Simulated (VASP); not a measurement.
Runs of VASP 6.6.1 on FeRu. The structure is that of space group P-6m2 (No. 187), or close to it. The cells are those of the table. 

```tsv
cell	gap on the mesh (eV)	pressure (GPa)
a = 2.474, b = 2.474, c = 3.810 Å, angles 90.0, 90.0, 120.0°, 2 atoms	none	62.7
a = 2.643, b = 2.643, c = 4.070 Å, angles 90.0, 90.0, 120.0°, 2 atoms	none	(a)
a = 2.533, b = 2.533, c = 3.900 Å, angles 90.0, 90.0, 120.0°, 2 atoms	none	24.8
a = 2.589, b = 2.589, c = 3.987 Å, angles 90.0, 90.0, 120.0°, 2 atoms	none	(b)
a = 2.695, b = 2.695, c = 4.150 Å, angles 90.0, 90.0, 120.0°, 2 atoms	none	-32.3
```

Alike in all rows: task single point; level LDA; potentials or basis VASP PAW LDA potentials, release 64 (Fe, Ru_pv); no spin polarisation; k mesh 12 × 12 × 7; cutoff (eV) 520; smearing fermi-dirac 0.05 eV.

Question: Estimate the missing entries.

Answer: (a) -19.8; (b) -1.6.

Caveats: the run has no spin polarisation, though such a crystal can be magnetic; the cell stands under pressure (at least some runs); an empty level that is flat over the whole mesh can mark a ghost state of the potentials, or a narrow d or f band (at least some runs); the cell stands under tension (at least some runs).

A k mesh can miss the band edges, and the runs leave out spin-orbit coupling on Ru.

A gap of «none» marks levels without a gap at the run's occupations.
